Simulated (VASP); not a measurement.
Runs of VASP 6.6.1 on GaP. The structure is that of space group F-43m (No. 216), or close to it. The cells are those of the table. 

```tsv
cell	smearing	gap on the mesh (eV)	pressure (GPa)
a = 3.812 Å, angles 60.0°, 2 atoms	gaussian 0.05 eV	1.42	0.1
a = 3.812 Å, angles 60.0°, 2 atoms	gaussian 0.02 eV	1.42	0.1
a = 3.903 Å, angles 60.0°, 2 atoms	gaussian 0.05 eV	1.32	(a)
a = 3.843 Å, angles 60.0°, 2 atoms	gaussian 0.05 eV	1.47	-2.0
```

Alike in all rows: task single point; level LDA; potentials or basis VASP PAW LDA potentials, release 64 (Ga_d, P); no spin polarisation; k mesh 6 × 6 × 6; cutoff (eV) 500.

Q: Fill in the values left out.

A: (a) -5.4.

A k mesh can miss the band edges, and the runs leave out spin-orbit coupling on Ga.
